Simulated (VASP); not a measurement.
# AlN (P6_3mc) in VASP: single point with PBEsol

Aim: the single point of AlN with PBEsol.

All numbers are computed with VASP 6.6.1; they aren't measurements. Logs are shortened: lines on timing, memory, paths and dates and some standing lists are left out, and cuts for length are marked.

### 1 The cell of the first run

The structure is hexagonal, space group P6_3mc (No. 186). Conventional cell: a = 3.145 Å, b = 3.145 Å, c = 4.953 Å, α = 90.00°, β = 90.00°, γ = 120.00°. Al (site symmetry 3m) has 4 N at 1.90 to 1.91 Å within 2.5 Å. Within 2.5 Å of N (site symmetry 3m) lie 4 Al at 1.90 to 1.91 Å.

### 2 Single point, PBEsol (in-plane strain +0.01, then relaxed in part)

INCAR reads:

```
SYSTEM = AlN
PREC     = Accurate       ! precision mode
ENCUT    = 520            ! plane-wave cutoff, eV
EDIFF    = 1E-6           ! SCF threshold, eV
ISMEAR   = 0              ! smearing method
SIGMA    = 0.01           ! smearing width, eV
LREAL    = .FALSE.        ! projectors in reciprocal space
LASPH    = .TRUE.         ! aspherical terms in the spheres
NELM     = 100            ! most SCF steps
ALGO     = Normal         ! electronic algorithm
ISIF     = 2              ! what is computed and relaxed
LWAVE    = .FALSE.        ! write WAVECAR
LCHARG   = .FALSE.        ! write CHGCAR
GGA      = PS             ! functional
NBANDS   = 16             ! bands
```

KPOINTS reads:

```
Automatic mesh
0
G
  8 8 6
  0 0 0
```

POSCAR reads:

```
AlN
1.0
    3.1449678228      0.0000000000      0.0000000000
   -1.5724839114      2.7236220287      0.0000000000
    0.0000000000      0.0000000000      4.9527213833
Al N
2 2
Direct
    0.3333333333      0.6666666667     -0.0024913082
    0.6666666667      0.3333333333      0.4975086918
    0.3333333333      0.6666666667      0.3824913082
    0.6666666667      0.3333333333      0.8824913082
```

Potentials or basis: VASP PAW PBE potentials, release 64 (Al, N).

Run with:

```
cat potpaw_PBE.64/Al/POTCAR potpaw_PBE.64/N/POTCAR > POTCAR
mpirun -np 1 vasp_std > vasp.out
```

OUTCAR:

```text
SYSTEM = AlN
   PREC = Accurate
   ENCUT = 520
   EDIFF = 1E-6
   ISMEAR = 0
   LREAL = .FALSE.
   LASPH = .TRUE.
   NELM = 100
   ISIF = 2
   GGA = PS

 ion  position               nearest neighbor table
   1  0.333  0.667  0.998-   4 1.90   4 1.90   4 1.90   3 1.91   2 3.07   2 3.07   2 3.07   2 3.07
                             2 3.07   2 3.07
   2  0.667  0.333  0.498-   3 1.90   3 1.90   3 1.90   4 1.91   1 3.07   1 3.07   1 3.07   1 3.07
                             1 3.07   1 3.07
   3  0.333  0.667  0.382-   2 1.90   2 1.90   2 1.90   1 1.91
   4  0.667  0.333  0.882-   1 1.90   1 1.90   1 1.90   2 1.91

  LATTYP: Found a hexagonal cell.
 ALAT       =     3.1449678228
 C/A-ratio  =     1.5748082850

  Lattice vectors:

 A1 = (   3.1449678228,   0.0000000000,   0.0000000000)
 A2 = (  -1.5724839114,   2.7236220287,   0.0000000000)
 A3 = (   0.0000000000,   0.0000000000,   4.9527213833)

Analysis of symmetry for initial positions (statically):
=====================================================================
 Subroutine PRICEL returns:
 Original cell was already a primitive cell.

 Routine SETGRP: Setting up the symmetry group for a
 hexagonal supercell.

 Subroutine GETGRP returns: Found 12 space group operations
 (whereof  6 operations were pure point group operations)
 out of a pool of 24 trial point group operations.

The static configuration has the point symmetry C_3v.
 The point group associated with its full space group is C_6v.

Analysis of symmetry for dynamics (positions and initial velocities):
=====================================================================
 Subroutine PRICEL returns:
 Original cell was already a primitive cell.

 Routine SETGRP: Setting up the symmetry group for a
 hexagonal supercell.

 Subroutine GETGRP returns: Found 12 space group operations
 (whereof  6 operations were pure point group operations)
 out of a pool of 24 trial point group operations.

The dynamic configuration has the point symmetry C_3v.
 The point group associated with its full space group is C_6v.

 Subroutine INISYM returns: Found 12 space group operations
 (whereof  6 operations are pure point group operations),
 and found     1 'primitive' translations

----------------------------------------------------------------------------------------

                                     Primitive cell

  volume of cell :      42.4235

  direct lattice vectors                    reciprocal lattice vectors
     3.144967823  0.000000000  0.000000000     0.317968277  0.183579070  0.000000000
[... 96 lines left out ...]
   ISIF   =      2    stress and relaxation
   ISYM   =      2    0-nonsym 1-usesym 2-fastsym
   POTIM  = 0.5000    time-step for ionic-motion
   TEBEG  =    0.0;   TEEND  =   0.0 temperature during run
   PSTRESS=    0.0 pullay stress
   NELECT =      16.0000    total number of electrons
   NUPDOWN=      -1.0000    fix difference up-down
   EMIN   =  10.00;   EMAX   =-10.00  energy-range for DOS
   EFERMI =   0.00;   METHOD = LEGACY
   ISMEAR =     0;   SIGMA  =   0.01  broadening in eV -4-tet -1-fermi 0-gaus
   EFERMI_NEDOS =   21; number of points for ismear=-14 and -15
   IALGO  =     38    algorithm
   IMIX   =      4    mixing-type and parameters
     AMIX     =   0.40;   BMIX     =  1.00
     AMIX_MAG =   1.60;   BMIX_MAG =  1.00
  volume/ion in A,a.u.               =      10.61        71.57
  Fermi-wavevector in a.u.,A,eV,Ry     =   1.182803  2.235174 19.034871  1.399024
  Thomas-Fermi vector in A             =   2.319050
   LORBIT       =      0    0 simple, 1 ext, 2 COOP (PROOUT), +10 PAW based schemes
   GGA     = PS    functional components
   LHFCALC =     F    Hartree Fock is set to
   AEXX    =    0.0000 exact exchange contribution
   IVDW    =     0    specifies the selected vdW correction
   LEPSILON=     F    determine dielectric tensor
   LRPA    =     F    only Hartree local field effects (RPA)
 non-spin polarized calculation
 Gauss-broadening in eV      SIGMA  =   0.01
  energy-cutoff  :      520.00
  volume of cell :       42.42
 maximum number of plane-waves:      1152
 NGX is ok and might be reduce to    24
   NGX = 11   NGY = 11   NGZ = 19

 number of electron      16.0000000 magnetization

 Free energy of the ion-electron system (eV)
  ---------------------------------------------------
  ext. energy  EPLUGINS =         0.00000000
  ---------------------------------------------------
  free energy    TOTEN  =       -31.30098289 eV

  energy without entropy =      -31.30098289  energy(sigma->0) =      -31.30098289

 E-fermi :   6.1098     XC(G=0): -11.0393

 val. band max:        6.0184825198   @ k =   0.0000   0.0000   0.0000
 cond. band min:       9.9236607000   @ k =   0.0000   0.0000   0.0000
 fundamental gap:      3.9051781802
 Fermi energy:         6.1098105317

 k-point     1 :       0.0000    0.0000    0.0000
  band No.  band energies     occupation
      1      -9.1595      2.00000
      2      -6.9544      2.00000
      3      -0.0079      2.00000
      4       4.9680      2.00000
      5       4.9680      2.00000
      6       5.6655      2.00000
[... 433 lines left out ...]
      3       0.6159      2.00000
      4       1.2699      2.00000
      5       3.5531      2.00000
      6       4.1887      2.00000
[... 8 lines left out ...]
     15      17.9019      0.00000
     16      19.7426      0.00000

 [... further k-points ...]

------------------------ aborting loop because EDIFF is reached ----------------------------------------

  FORCE on cell =-STRESS in cart. coord.  units (eV):
  Direction    XX          YY          ZZ          XY          YZ          ZX
  --------------------------------------------------------------------------------------
  -------------------------------------------------------------------------------------
  Total       -1.1741257     -1.1741257     -0.0161003      0.0000000      0.0000000      0.0000000
  in kB      -44.3423024    -44.3423024     -0.6080458      0.0000000      0.0000000      0.0000000
  external PRESSURE =     -29.7642168 kB  Pullay stress =       0.0000000 kB

 VOLUME and BASIS-vectors are now :
 -----------------------------------------------------------------------------
  energy-cutoff  :      520.00
  volume of cell :       42.42
      direct lattice vectors                 reciprocal lattice vectors
     3.144967823  0.000000000  0.000000000     0.317968277  0.183579070  0.000000000
    -1.572483911  2.723622029  0.000000000     0.000000000  0.367158141  0.000000000
     0.000000000  0.000000000  4.952721383     0.000000000  0.000000000  0.201909198

 POSITION                                       TOTAL-FORCE (eV/Angst)
 -----------------------------------------------------------------------------------
     -0.00000      1.81575      4.94038         0.000000      0.000000     -0.001938
      1.57248      0.90787      2.46402        -0.000000     -0.000000     -0.001938
     -0.00000      1.81575      1.89437         0.000000      0.000000      0.001938
      1.57248      0.90787      4.37073         0.000000     -0.000000      0.001938
 -----------------------------------------------------------------------------------
    total drift:                               -0.000000      0.000000     -0.000250

  FREE ENERGIE OF THE ION-ELECTRON SYSTEM (eV)
  ---------------------------------------------------
  free  energy   TOTEN  =       -31.3009828871 eV

  energy  without entropy=      -31.3009828871  energy(sigma->0) =      -31.30098289
```

OSZICAR:

```text
N       E                     dE             d eps       ncg     rms          rms(c)
DAV:   1     0.386223090170E+02    0.38622E+02   -0.72562E+03  1280   0.893E+02
DAV:   2    -0.322465642876E+02   -0.70869E+02   -0.65643E+02  1808   0.185E+02
DAV:   3    -0.356693943884E+02   -0.34228E+01   -0.34129E+01  1624   0.418E+01
DAV:   4    -0.356900734421E+02   -0.20679E-01   -0.20678E-01  1600   0.368E+00
DAV:   5    -0.356903359774E+02   -0.26254E-03   -0.26253E-03  1648   0.417E-01    0.116E+01
DAV:   6    -0.313515855141E+02    0.43388E+01   -0.95141E+00  1544   0.222E+01    0.413E+00
DAV:   7    -0.313383678724E+02    0.13218E-01   -0.59604E-01  1392   0.538E+00    0.287E+00
DAV:   8    -0.313056606579E+02    0.32707E-01   -0.73769E-02  1368   0.231E+00    0.630E-01
DAV:   9    -0.313006865632E+02    0.49741E-02   -0.12703E-02  1672   0.841E-01    0.255E-01
DAV:  10    -0.313010624912E+02   -0.37593E-03   -0.14825E-03  1376   0.250E-01    0.162E-01
DAV:  11    -0.313009836692E+02    0.78822E-04   -0.12440E-04  1488   0.820E-02    0.344E-02
DAV:  12    -0.313009828871E+02    0.78207E-06   -0.52119E-06  1496   0.196E-02
   1 F= -.31300983E+02 E0= -.31300983E+02  d E =-.877879E-41
```

stdout:

```text
POSCAR found type information on POSCAR AlN
 POSCAR found :  2 types and       4 ions
 scaLAPACK will be used
 -----------------------------------------------------------------------------
|                                                                             |
|                                                                             |
|     You enforced a specific xc type in the INCAR file but a different       |
|     I HOPE YOU KNOW WHAT YOU ARE DOING!                                     |
|                                                                             |
 -----------------------------------------------------------------------------

 LDA part: xc-table for (Slater+PW92), standard interpolation
 POSCAR, INCAR and KPOINTS ok, starting setup
 FFT: planning ... GRIDC
 FFT: planning ... GRID_SOFT
 FFT: planning ... GRID
 WAVECAR not read
 entering main loop
```

Run time: 15 s. Hardware: 1 thread of Intel Xeon 6975P-C, shared host; peak memory 0.16 GiB.

What came out:

```
Free energy            : -31.3010 eV
Pressure               : -3.0 GPa
Band gap on the k mesh : 3.91 eV, direct
```

Stress tensor (GPa, compression positive):
```
-4.43  0.00  0.00
 0.00 -4.43  0.00
 0.00  0.00 -0.06
```

Caveat: the cell differs from its parent crystal (in-plane strain +0.01, then relaxed in part); the PAW data sets were made with another functional, which shifts forces and pressure a little. A k mesh can miss the band edges.
